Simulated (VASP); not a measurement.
Set up this calculation in VASP 6.6.1, as the native input.

```
Task                   : single point
Functional             : PBE
Potentials or basis    : VASP PAW PBE potentials, release 64 (Ge_d)
Cutoff                 : 520 eV
k mesh                 : 8 × 8 × 6
Occupations            : gaussian, width 0.15 eV
Spin                   : no spin polarisation
Dipole correction      : no
Further INCAR settings : ALGO = Normal; EDIFF = 1e-06; NBANDS = 36
```

The structure of Ge lies in POSCAR:

```
Ge
1.0
    0.0000000000     -2.8805347711     -2.8805347711
    0.0000000000      2.8805347711     -2.8805347711
    5.7610695423      0.0000000000      0.0000000000
Ge
4
Direct
    0.5000000000      0.5000000000      0.0000000000
    0.0000000000      0.0000000000      0.5000000000
    0.0000000000      0.5000000000      0.2500000000
    0.5000000000      0.0000000000      0.7500000000
```

One way to write it, as run:

INCAR

```
PREC = Accurate
ENCUT = 520
EDIFF = 1E-6
ISMEAR = 0
SIGMA = 0.15
LREAL = False
LASPH = True
NELM = 80
ALGO = Normal
ISIF = 2
LWAVE = False
LCHARG = True
GGA = PE
LELF = True
LVHAR = True
NBANDS = 36
```

KPOINTS

```
regular mesh
0
Gamma
  8 8 6
```

Potentials or basis: VASP PAW PBE potentials, release 64 (Ge_d).

Launch:

```console
$ cat potpaw_PBE.64/Ge_d/POTCAR > POTCAR
$ mpirun -np 1 vasp_std > vasp.out
```

Results of the run:

```json
{
 "Pressure": "0.0 GPa",
 "Band gap on the k mesh": "zero (filled and empty bands touch)"
}
```

Caveat: semilocal functionals underestimate gaps, so a narrow gap can read as zero.

Run time: 3 min on 1 thread of Intel Xeon 8259CL (shared host), peak memory 0.29 GiB.
